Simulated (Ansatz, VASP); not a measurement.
Two plane-wave programs on Co

Contents of INCAR:

```
PREC = Accurate
ENCUT = 520
EDIFF = 1E-6
ISMEAR = -1
SIGMA = 0.05
LREAL = False
LASPH = True
NELM = 150
ALGO = Normal
ISIF = 2
LWAVE = False
LCHARG = False
ISPIN = 2
MAGMOM = 1.69 1.69
LORBIT = 11
LMAXMIX = 4
GGA = PE
NBANDS = 20
```

Contents of KPOINTS:

```
regular mesh
0
Gamma
  7 7 4
```

File POSCAR:

```
Co
1.0
    2.4935221926      0.0000000000      0.0000000000
   -1.2467610963      2.1594535637      0.0000000000
    0.0000000000      0.0000000000      4.0277844638
Co
2
Direct
    0.3333333333      0.6666666667      0.2500000000
    0.6666666667      0.3333333333      0.7500000000
```

Input for Ansatz:

```yaml
crystal:
  lattice:
    - [2.4935221926, 0.0, 0.0]
    - [-1.2467610963, 2.1594535637, 0.0]
    - [0.0, 0.0, 4.0277844638]
  atoms:
    - { symbol: Co, position: [0.3333333333, 0.6666666667, 0.25], spin: 1.69 }
    - { symbol: Co, position: [0.6666666667, 0.3333333333, 0.75], spin: 1.69 }
hamiltonian:
  xc: pbe
  pseudopotentials:
    kind: paw
    azcp:
      Co: "pseudopotentials/Co.paw.azcp"
basis:
  ecutwfc: 420
  fft_grid_basis: typed
kpoints:
  mp_grid: { grid: [7, 7, 4], shift: [0, 0, 0] }
magnetization:
  spin_polarized: true
scf:
  occupations: { method: fermi_dirac, width: 0.05 }
  lower_state_search: "off"
output:
  stress: true
  write_density: true
  write_potential: true
  elf: true
  volumetric_format: npy
```

Alike in both runs: task single point; functional PBE; k mesh 7 × 7 × 4; occupations fermi-dirac, width 0.05 eV; collinear spin.

|  | VASP | Ansatz |
| --- | --- | --- |
| version | VASP 6.6.1 | Ansatz 0.2.0 |
| potentials or method | VASP PAW PBE potentials, release 64 (Co), cutoff 520 eV | plane waves (420 eV) with PAW, scalar-relativistic |
| valence electrons in the cell | 18 | 34 |

```csv
,VASP,Ansatz,Ansatz less VASP
pressure (GPa),-0.8,0.0,+0.76
"traceless stress, the component that is largest in VASP (GPa)",-0.06,0.21,+0.268
net moment per atom (μB),1.58,1.59,+0.006
size of the moment on the site where the two differ most (μB),1.60,1.66,+0.062
```

Site moments also hang on the region over which each program counts them. VASP's potentials hold 18 valence electrons a cell and Ansatz's 34, so a difference there can come from the potentials and not from the codes.

The k mesh is coarse, so the values compare programs but aren't converged.
